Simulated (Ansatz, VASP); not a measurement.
**Two plane-wave programs on TeWS4**

```
CELL_PARAMETERS angstrom
0.00000 4.07171 4.07171
4.07171 0.00000 4.07171
4.07171 4.07171 0.00000
ATOMIC_POSITIONS crystal
Te 0.25000 0.25000 0.25000
W 0.00000 0.00000 0.00000
S 0.62531 0.62531 0.12408
S 0.62531 0.62531 0.62531
S 0.12408 0.62531 0.62531
S 0.62531 0.12408 0.62531
```

Change from the starting cell: species swapped into the YbInCu4 type (F-43m, No. 216).

Alike in both runs: task relaxation of cell and atoms; functional PBE; k mesh 4 × 4 × 4; occupations gaussian, width 0.1 eV; collinear spin.

|  | VASP | Ansatz |
| --- | --- | --- |
| version | VASP 6.6.1 | Ansatz 0.2.0 |
| potentials or method | VASP PAW PBE potentials, release 64 (Te, W_sv, S), cutoff 600 eV | scalar-relativistic, plane waves, PAW |
| valence electrons in the cell | 44 | 54 |

|  | VASP | Ansatz | Ansatz less VASP |
| --- | --- | --- | --- |
| gap on the k mesh at the Fermi level, each at its own relaxed structure (eV) | none | none | - |
| net moment per atom (μB) | 0.00 | 0.13 | +0.135 |
| size of the moment on the site where the two differ most (μB) | 0.00 | 0.84 | +0.843 |
| relaxed volume (Å³/atom) | 17.23 | 17.28 | +0.050 |
| relaxed cell length with the largest relative difference (Å) | 5.268 | 5.273 | +0.0050 |

The net moments are unlike, so the other rows may belong to different states. Site moments also hang on the region over which each program counts them. A gap of «none» marks a metal or a gap that the smearing closes. VASP's potentials hold 44 valence electrons a cell and Ansatz's 54, so a difference there can come from the potentials and not from the codes. Ansatz's warnings: no starting moments.

Neither program's run includes spin-orbit coupling. Noted on VASP's run: the volume moved by over 15 % at a fixed basis, so the end points are rough.
